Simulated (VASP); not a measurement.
# ZnIr2O4 (Fd-3m) in VASP: settings compared

Aim: see how the results for ZnIr2O4 move with the level of theory and the settings. Levels: PBE, LDA. Tasks: band structure.

Everything below comes from runs of VASP 6.6.1. Logs are shortened: lines on timing, memory, paths and dates and some standing lists are left out, and cuts for length are marked.

## (1) The cell of the first run

The structure is cubic, space group Fd-3m (No. 227). The conventional cell has a = 8.629 Å, b = 8.629 Å, c = 8.629 Å, α = 90.00°, β = 90.00°, γ = 90.00°. Within 2.7 Å of Zn (site symmetry -43m) lie 4 O at 2.03 Å. Ir (site symmetry -3m) has 6 O at 2.07 Å within 2.7 Å. Within 2.8 Å of O (site symmetry 3m) lie 1 Zn at 2.03 Å and 3 Ir at 2.07 Å and 3 O at 2.78 Å.

## (2) Band structure, PBE

INCAR

```
PREC     = Accurate       # precision mode
ENCUT    = 520            # plane-wave cutoff, eV
EDIFF    = 1E-6           # SCF threshold, eV
ISMEAR   = 0              # smearing method
SIGMA    = 0.03           # smearing width, eV
LREAL    = F              # projectors in reciprocal space
LASPH    = T              # aspherical terms in the spheres
NELM     = 80             # most SCF steps
ALGO     = Normal         # electronic algorithm
ISIF     = 2              # what is computed and relaxed
LWAVE    = F              # write WAVECAR
LCHARG   = F              # write CHGCAR
LMAXMIX  = 4              # l up to which the mixer works
GGA      = PE             # functional
KPAR     = 4
```

KPOINTS

```
Automatic mesh
0
Gamma
  6 6 6
```

POSCAR

```
ZnIr2O4                                 
1.0
    0.0000000000      4.3145668854      4.3145668854
    4.3145668854      0.0000000000      4.3145668854
    4.3145668854      4.3145668854      0.0000000000
  Zn              Ir              O             
     2     4     8
Direct
     0.7500000000000000    0.7500000000000000    0.7500000000000000
     0.5000000000000000    0.5000000000000000    0.5000000000000000
     0.1250000000000000    0.1250000000000000    0.6250000000000000
     0.1250000000000000    0.6250000000000000    0.1250000000000000
     0.6250000000000000    0.1250000000000000    0.1250000000000000
     0.1250000000000000    0.1250000000000000    0.1250000000000000
     0.3639631762139288    0.3639631762139288    0.9081104713582278
     0.3639631762139288    0.9081104713582278    0.3639631762139288
     0.9081104713582278    0.3639631762139288    0.3639631762139288
     0.3639631762139288    0.3639631762139288    0.3639631762139288
     0.8860368237860712    0.8860368237860712    0.3418895286417722
     0.8860368237860712    0.3418895286417722    0.8860368237860712
     0.3418895286417722    0.8860368237860712    0.8860368237860712
     0.8860368237860712    0.8860368237860712    0.8860368237860712
```

KPOINTS_OPT

```
explicit points
302
Reciprocal
 0.0000000000  0.0000000000  0.0000000000 1
 0.0263157895  0.0000000000  0.0263157895 1
 0.0526315789  0.0000000000  0.0526315789 1
 0.0789473684  0.0000000000  0.0789473684 1
 0.1052631579  0.0000000000  0.1052631579 1
 0.1315789474  0.0000000000  0.1315789474 1
[... 294 lines left out ...]
 0.4827686300  0.0172313700  0.5000000000 1
 0.5172313700 -0.0172313700  0.5000000000 1
```

Potentials or basis: VASP PAW PBE potentials, release 64 (Zn, Ir, O).

Started as:

```sh
cat potpaw_PBE.64/Zn/POTCAR potpaw_PBE.64/Ir/POTCAR potpaw_PBE.64/O/POTCAR > POTCAR
mpirun -np 4 vasp_std > vasp.out
```

OUTCAR:

```text
PREC = Accurate
   ENCUT = 520
   EDIFF = 1E-6
   ISMEAR = 0
   LREAL = F
   LASPH = T
   NELM = 80
   ISIF = 2
   GGA = PE

 ion  position               nearest neighbor table
   1  0.750  0.750  0.750-  14 2.03  12 2.03  13 2.03  11 2.03
   2  0.500  0.500  0.500-  10 2.03   8 2.03   9 2.03   7 2.03
   3  0.125  0.125  0.625-   8 2.07   9 2.07  12 2.07  13 2.07  10 2.07  14 2.07   6 3.05   4 3.05
                             5 3.05   6 3.05   4 3.05   5 3.05
   4  0.125  0.625  0.125-   7 2.07   9 2.07  11 2.07  13 2.07  10 2.07  14 2.07   6 3.05   3 3.05
                             3 3.05   5 3.05   6 3.05   5 3.05
   5  0.625  0.125  0.125-   7 2.07   8 2.07  11 2.07  12 2.07  10 2.07  14 2.07   6 3.05   3 3.05
                             4 3.05   3 3.05   4 3.05   6 3.05
   6  0.125  0.125  0.125-   7 2.07   8 2.07   9 2.07  11 2.07  12 2.07  13 2.07   3 3.05   4 3.05
                             5 3.05   3 3.05   4 3.05   5 3.05
   7  0.364  0.364  0.908-   2 2.03   4 2.07   5 2.07   6 2.07
   8  0.364  0.908  0.364-   2 2.03   3 2.07   5 2.07   6 2.07
   9  0.908  0.364  0.364-   2 2.03   3 2.07   4 2.07   6 2.07
  10  0.364  0.364  0.364-   2 2.03   4 2.07   5 2.07   3 2.07
  11  0.886  0.886  0.342-   1 2.03   4 2.07   5 2.07   6 2.07
  12  0.886  0.342  0.886-   1 2.03   3 2.07   5 2.07   6 2.07
  13  0.342  0.886  0.886-   1 2.03   3 2.07   4 2.07   6 2.07
  14  0.886  0.886  0.886-   1 2.03   4 2.07   5 2.07   3 2.07

  LATTYP: Found a face centered cubic cell.
 ALAT       =     8.6291337708

  Lattice vectors:

 A1 = (   0.0000000000,   4.3145668854,   4.3145668854)
 A2 = (   4.3145668854,   0.0000000000,   4.3145668854)
 A3 = (   4.3145668854,   4.3145668854,   0.0000000000)

Analysis of symmetry for initial positions (statically):
=====================================================================
 Subroutine PRICEL returns:
 Original cell was already a primitive cell.

 Routine SETGRP: Setting up the symmetry group for a
 face centered cubic supercell.

 Subroutine GETGRP returns: Found 48 space group operations
 (whereof 24 operations were pure point group operations)
 out of a pool of 48 trial point group operations.

The static configuration has the point symmetry T_d .
 The point group associated with its full space group is O_h .

Analysis of symmetry for dynamics (positions and initial velocities):
=====================================================================
 Subroutine PRICEL returns:
 Original cell was already a primitive cell.

 Routine SETGRP: Setting up the symmetry group for a
 face centered cubic supercell.

 Subroutine GETGRP returns: Found 48 space group operations
 (whereof 24 operations were pure point group operations)
 out of a pool of 48 trial point group operations.

The dynamic configuration has the point symmetry T_d .
 The point group associated with its full space group is O_h .

 Subroutine INISYM returns: Found 48 space group operations
 (whereof 24 operations are pure point group operations),
 and found     1 'primitive' translations

----------------------------------------------------------------------------------------

                                     Primitive cell

  volume of cell :     160.6355

  direct lattice vectors                    reciprocal lattice vectors
     0.000000000  4.314566885  4.314566885    -0.115886487  0.115886487  0.115886487
     4.314566885  0.000000000  4.314566885     0.115886487 -0.115886487  0.115886487
     4.314566885  4.314566885  0.000000000     0.115886487  0.115886487 -0.115886487

  length of vectors
     6.101719005  6.101719005  6.101719005     0.200721284  0.200721284  0.200721284

  position of ions in fractional coordinates (direct lattice)
     0.750000000  0.750000000  0.750000000
     0.500000000  0.500000000  0.500000000
     0.125000000  0.125000000  0.625000000
     0.125000000  0.625000000  0.125000000
     0.625000000  0.125000000  0.125000000
     0.125000000  0.125000000  0.125000000
     0.363963176  0.363963176  0.908110471
     0.363963176  0.908110471  0.363963176
     0.908110471  0.363963176  0.363963176
     0.363963176  0.363963176  0.363963176
     0.886036824  0.886036824  0.341889529
     0.886036824  0.341889529  0.886036824
     0.341889529  0.886036824  0.886036824
     0.886036824  0.886036824  0.886036824

  ion indices of the primitive-cell ions
   primitive index   ion index
                 1           1
                 2           2
                 3           3
                 4           4
                 5           5
                 6           6
                 7           7
                 8           8
                 9           9
                10          10
                11          11
                12          12
                13          13
                14          14

----------------------------------------------------------------------------------------

 KPOINTS: Automatic mesh

[... 56 lines left out ...]
   NFREE  =      0    steps in history (QN), initial steepest desc. (CG)
   ISIF   =      2    stress and relaxation
   ISYM   =      2    0-nonsym 1-usesym 2-fastsym
   POTIM  = 0.5000    time-step for ionic-motion
   TEBEG  =    0.0;   TEEND  =   0.0 temperature during run
   PSTRESS=    0.0 pullay stress
   NELECT =     108.0000    total number of electrons
   NUPDOWN=      -1.0000    fix difference up-down
   EMIN   =  10.00;   EMAX   =-10.00  energy-range for DOS
   EFERMI =   0.00;   METHOD = LEGACY
   ISMEAR =     0;   SIGMA  =   0.03  broadening in eV -4-tet -1-fermi 0-gaus
   EFERMI_NEDOS =   21; number of points for ismear=-14 and -15
   IALGO  =     38    algorithm
   IMIX   =      4    mixing-type and parameters
     AMIX     =   0.40;   BMIX     =  1.00
     AMIX_MAG =   1.60;   BMIX_MAG =  1.00
  volume/ion in A,a.u.               =      11.47        77.43
  Fermi-wavevector in a.u.,A,eV,Ry     =   1.434175  2.710198 27.985259  2.056859
  Thomas-Fermi vector in A             =   2.553613
   LORBIT       =      0    0 simple, 1 ext, 2 COOP (PROOUT), +10 PAW based schemes
   GGA     = PE    functional components
   LHFCALC =     F    Hartree Fock is set to
   AEXX    =    0.0000 exact exchange contribution
   IVDW    =     0    specifies the selected vdW correction
   LEPSILON=     F    determine dielectric tensor
   LRPA    =     F    only Hartree local field effects (RPA)
 non-spin polarized calculation
 Gauss-broadening in eV      SIGMA  =   0.03
  energy-cutoff  :      520.00
  volume of cell :      160.64
 maximum number of plane-waves:      4345
 NGX is ok and might be reduce to    48
   NGX = 23   NGY = 23   NGZ = 23

 number of electron     108.0000012 magnetization

 Free energy of the ion-electron system (eV)
  ---------------------------------------------------
  ext. energy  EPLUGINS =         0.00000000
  ---------------------------------------------------
  free energy    TOTEN  =       -86.19625928 eV

  energy without entropy =      -86.19625928  energy(sigma->0) =      -86.19625928

 E-fermi :   5.6999     XC(G=0): -11.6920

 val. band max:        5.5591126704   @ k =   0.5000   0.5000   0.0000
 cond. band min:       6.1693852000   @ k =   0.0000   0.0000   0.0000
 fundamental gap:      0.6102725296
 Fermi energy:         5.6999200843

 k-point     1 :       0.0000    0.0000    0.0000
  band No.  band energies     occupation
      1     -15.3675      2.00000
      2     -14.3800      2.00000
      3     -14.3800      2.00000
      4     -14.3800      2.00000
      5     -14.0071      2.00000
      6     -13.8395      2.00000
[... 56 lines left out ...]
     63       8.7478      0.00000
     64       9.0999      0.00000

 k-point     2 :       0.1667    0.0000    0.0000
  band No.  band energies     occupation
      1     -15.2976      2.00000
      2     -14.3877      2.00000
      3     -14.3535      2.00000
      4     -14.3535      2.00000
      5     -14.0602      2.00000
      6     -13.8706      2.00000
[... 994 lines left out ...]
     63      10.1387      0.00000
     64      10.1387      0.00000

------------------------ aborting loop because EDIFF is reached ----------------------------------------

  FORCE on cell =-STRESS in cart. coord.  units (eV):
  Direction    XX          YY          ZZ          XY          YZ          ZX
  --------------------------------------------------------------------------------------
  -------------------------------------------------------------------------------------
  Total        8.7723366      8.7723366      8.7723366     -0.0000000     -0.0000000      0.0000000
  in kB       87.4952056     87.4952056     87.4952056     -0.0000000     -0.0000000      0.0000000
  external PRESSURE =      87.4952056 kB  Pullay stress =       0.0000000 kB

 VOLUME and BASIS-vectors are now :
 -----------------------------------------------------------------------------
  energy-cutoff  :      520.00
  volume of cell :      160.64
      direct lattice vectors                 reciprocal lattice vectors
     0.000000000  4.314566885  4.314566885    -0.115886487  0.115886487  0.115886487
     4.314566885  0.000000000  4.314566885     0.115886487 -0.115886487  0.115886487
     4.314566885  4.314566885  0.000000000     0.115886487  0.115886487 -0.115886487

 POSITION                                       TOTAL-FORCE (eV/Angst)
 -----------------------------------------------------------------------------------
      6.47185      6.47185      6.47185        -0.000000     -0.000000     -0.000000
      4.31457      4.31457      4.31457        -0.000000     -0.000000     -0.000000
      3.23593      3.23593      1.07864        -0.000000     -0.000000     -0.000000
      3.23593      1.07864      3.23593        -0.000000     -0.000000     -0.000000
      1.07864      3.23593      3.23593        -0.000000     -0.000000     -0.000000
      1.07864      1.07864      1.07864        -0.000000     -0.000000     -0.000000
      5.48845      5.48845      3.14069        -0.155529     -0.155529      0.155529
      5.48845      3.14069      5.48845        -0.155529      0.155529     -0.155529
      3.14069      5.48845      5.48845         0.155529     -0.155529     -0.155529
      3.14069      3.14069      3.14069         0.155529      0.155529      0.155529
      5.29797      5.29797      7.64573         0.155529      0.155529     -0.155529
      5.29797      7.64573      5.29797         0.155529     -0.155529      0.155529
      7.64573      5.29797      5.29797        -0.155529      0.155529      0.155529
      7.64573      7.64573      7.64573        -0.155529     -0.155529     -0.155529
 -----------------------------------------------------------------------------------
    total drift:                                0.000000      0.000000      0.000000

  FREE ENERGIE OF THE ION-ELECTRON SYSTEM (eV)
  ---------------------------------------------------
  free  energy   TOTEN  =       -86.1962592849 eV

  energy  without entropy=      -86.1962592849  energy(sigma->0) =      -86.19625928
```

Wall time 9.4 min (4 MPI ranks of Intel Xeon Platinum 8488C (Sapphire Rapids), shared host); peak memory 0.44 GiB.

Results:

* Free energy: -86.1963 eV
* Pressure: 8.7 GPa
* Largest force: 0.269 eV/Å
* Band gap on the k mesh: 0.61 eV (least direct gap 0.69 eV)
* Band gap along the path: 0.61 eV (least direct gap 0.69 eV)

Forces on the atoms (eV/Å):
```
Zn   0.000  0.000  0.000
Zn   0.000  0.000  0.000
Ir   0.000  0.000  0.000
Ir   0.000  0.000  0.000
Ir   0.000  0.000  0.000
Ir   0.000  0.000  0.000
O   -0.156 -0.156  0.156
O   -0.156  0.156 -0.156
O    0.156 -0.156 -0.156
O    0.156  0.156  0.156
O    0.156  0.156 -0.156
O    0.156 -0.156  0.156
O   -0.156  0.156  0.156
O   -0.156 -0.156 -0.156
```

Levels at the corners of the path, in eV from the valence-band top:
```csv
point,band 50,band 51,band 52,band 53,band 54,band 55,band 56,band 57,band 58,band 59
Γ,-0.15,-0.15,-0.08,-0.08,-0.08,0.61,2.76,2.76,2.76,2.98
X,-0.40,-0.15,-0.15,0.00,0.00,0.88,0.88,2.09,2.09,2.91
X,-0.40,-0.15,-0.15,0.00,0.00,0.88,0.88,2.09,2.09,2.91
W,-0.61,-0.07,-0.07,-0.01,-0.01,1.33,1.33,2.09,2.09,2.70
W,-0.61,-0.07,-0.07,-0.01,-0.01,1.33,1.33,2.09,2.09,2.70
K,-0.47,-0.14,-0.07,-0.04,-0.03,1.23,1.34,2.16,2.19,2.67
K,-0.47,-0.14,-0.07,-0.04,-0.03,1.23,1.34,2.16,2.19,2.67
Γ,-0.15,-0.15,-0.08,-0.08,-0.08,0.61,2.76,2.76,2.76,2.98
Γ,-0.15,-0.15,-0.08,-0.08,-0.08,0.61,2.76,2.76,2.76,2.98
L,-0.61,-0.42,-0.15,-0.11,-0.11,2.10,2.47,2.48,2.53,2.53
L,-0.61,-0.42,-0.15,-0.11,-0.11,2.10,2.47,2.48,2.53,2.53
U,-0.47,-0.14,-0.07,-0.04,-0.03,1.23,1.34,2.16,2.19,2.67
U,-0.47,-0.14,-0.07,-0.04,-0.03,1.23,1.34,2.16,2.19,2.67
W,-0.61,-0.07,-0.07,-0.01,-0.01,1.33,1.33,2.09,2.09,2.70
W,-0.61,-0.07,-0.07,-0.01,-0.01,1.33,1.33,2.09,2.09,2.70
L,-0.61,-0.42,-0.15,-0.11,-0.11,2.10,2.47,2.48,2.53,2.53
L,-0.61,-0.42,-0.15,-0.11,-0.11,2.10,2.47,2.48,2.53,2.53
K,-0.47,-0.14,-0.07,-0.04,-0.03,1.23,1.34,2.16,2.19,2.67
U,-0.47,-0.14,-0.07,-0.04,-0.03,1.23,1.34,2.16,2.19,2.67
X,-0.40,-0.15,-0.15,0.00,0.00,0.88,0.88,2.09,2.09,2.91
```

Caveat: the cell stands under pressure; spin-orbit coupling is left out, which moves the levels of the heavy elements.

## (3) Band structure, LDA

INCAR, as its differences from that of step 2:

```diff
@@ -13,3 +13,3 @@
 LMAXMIX  = 4              # l up to which the mixer works
-GGA      = PE             # functional
+GGA      = CA             # functional
 KPAR     = 4
```

KPOINTS is that of step 2.

POSCAR is that of step 2.

KPOINTS_OPT is that of step 2.

Potentials or basis: VASP PAW LDA potentials, release 64 (Zn, Ir, O).

Started as:

```sh
cat potpaw_LDA.64/Zn/POTCAR potpaw_LDA.64/Ir/POTCAR potpaw_LDA.64/O/POTCAR > POTCAR
mpirun -np 4 vasp_std > vasp.out
```

Wall time 10 min (4 MPI ranks of Intel Xeon Platinum 8488C (Sapphire Rapids), shared host); peak memory 0.4 GiB.

The run converged. Its results:

| Quantity | Value |
| --- | --- |
| Free energy | -100.3958 eV |
| Pressure | -5.6 GPa |
| Largest force | 0.122 eV/Å |
| Band gap on the k mesh | 0.53 eV (least direct gap 0.61 eV) |
| Band gap along the path | 0.53 eV (least direct gap 0.61 eV) |

Forces on the atoms (eV/Å):
```
Zn   0.000  0.000  0.000
Zn   0.000  0.000  0.000
Ir   0.000  0.000  0.000
Ir   0.000  0.000  0.000
Ir   0.000  0.000  0.000
Ir   0.000  0.000  0.000
O    0.070  0.070 -0.070
O    0.070 -0.070  0.070
O   -0.070  0.070  0.070
O   -0.070 -0.070 -0.070
O   -0.070 -0.070  0.070
O   -0.070  0.070 -0.070
O    0.070 -0.070 -0.070
O    0.070  0.070  0.070
```

Levels at the corners of the path, in eV from the valence-band top:
| point | band 51 | band 52 | band 53 | band 54 | band 55 | band 56 | band 57 | band 58 |
| --- | --- | --- | --- | --- | --- | --- | --- | --- |
| Γ | -0.13 | -0.08 | -0.08 | -0.08 | 0.53 | 2.65 | 2.65 | 2.65 |
| X | -0.15 | -0.15 | 0.00 | 0.00 | 0.74 | 0.74 | 1.94 | 1.94 |
| X | -0.15 | -0.15 | 0.00 | 0.00 | 0.74 | 0.74 | 1.94 | 1.94 |
| W | -0.07 | -0.07 | -0.01 | -0.01 | 1.20 | 1.20 | 1.95 | 1.95 |
| W | -0.07 | -0.07 | -0.01 | -0.01 | 1.20 | 1.20 | 1.95 | 1.95 |
| K | -0.14 | -0.07 | -0.04 | -0.02 | 1.10 | 1.21 | 2.00 | 2.05 |
| K | -0.14 | -0.07 | -0.04 | -0.02 | 1.10 | 1.21 | 2.00 | 2.05 |
| Γ | -0.13 | -0.08 | -0.08 | -0.08 | 0.53 | 2.65 | 2.65 | 2.65 |
| Γ | -0.13 | -0.08 | -0.08 | -0.08 | 0.53 | 2.65 | 2.65 | 2.65 |
| L | -0.43 | -0.13 | -0.11 | -0.11 | 2.00 | 2.34 | 2.34 | 2.41 |
| L | -0.43 | -0.13 | -0.11 | -0.11 | 2.00 | 2.34 | 2.34 | 2.41 |
| U | -0.14 | -0.07 | -0.04 | -0.02 | 1.10 | 1.21 | 2.00 | 2.05 |
| U | -0.14 | -0.07 | -0.04 | -0.02 | 1.10 | 1.21 | 2.00 | 2.05 |
| W | -0.07 | -0.07 | -0.01 | -0.01 | 1.20 | 1.20 | 1.95 | 1.95 |
| W | -0.07 | -0.07 | -0.01 | -0.01 | 1.20 | 1.20 | 1.95 | 1.95 |
| L | -0.43 | -0.13 | -0.11 | -0.11 | 2.00 | 2.34 | 2.34 | 2.41 |
| L | -0.43 | -0.13 | -0.11 | -0.11 | 2.00 | 2.34 | 2.34 | 2.41 |
| K | -0.14 | -0.07 | -0.04 | -0.02 | 1.10 | 1.21 | 2.00 | 2.05 |
| U | -0.14 | -0.07 | -0.04 | -0.02 | 1.10 | 1.21 | 2.00 | 2.05 |
| X | -0.15 | -0.15 | 0.00 | 0.00 | 0.74 | 0.74 | 1.94 | 1.94 |

Caveat: the cell stands under tension; spin-orbit coupling is left out, which moves the levels of the heavy elements.
